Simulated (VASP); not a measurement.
# CdTe: single point with PBE

CdTe:

```xyz
2
Lattice="0.0000 3.3096 3.3096 3.3096 0.0000 3.3096 3.3096 3.3096 0.0000" Properties=species:S:1:pos:R:3 pbc="T T T"
Cd    0.0000    0.0000    0.0000
Te    1.6548    1.6548    1.6548
```

```
Program                : VASP 6.6.1
Task                   : single point
Functional             : PBE
Potentials or basis    : VASP PAW PBE potentials, release 64 (Cd, Te)
Cutoff                 : 500 eV
k mesh                 : 10 × 10 × 10
Occupations            : gaussian, width 0.02 eV
Spin                   : no spin polarisation
Dipole correction      : no
Further INCAR settings : ALGO = Normal; EDIFF = 1e-06; NBANDS = 16
```

| Property | Result |
| --- | --- |
| Pressure | 0.1 GPa |
| Band gap on the k mesh | 0.58 eV |

Levels at points of the mesh, in eV from the valence-band top:
```
           k point  band 5  band 6  band 7  band 8  band 9  band 10  band 11  band 12  band 13  band 14
(0.00, 0.00, 0.00)   -7.87   -7.87    0.00    0.00    0.00     0.58     4.64     4.64     4.64     7.38
(0.50, 0.00, 0.00)   -7.86   -7.57   -4.08   -0.69   -0.69     1.75     5.21     5.21     7.01     8.44
(0.50, 0.50, 0.00)   -7.84   -7.45   -4.01   -1.66   -1.66     2.67     2.74     8.51     8.81     8.81
```

It took 48 s on 1 thread of Intel Xeon 8259CL, with other jobs on the host, peak memory 0.2 GiB.

Caveat: semilocal functionals underestimate gaps, and a narrow one can read as zero; spin-orbit coupling is left out, which moves the levels of the heavy elements.
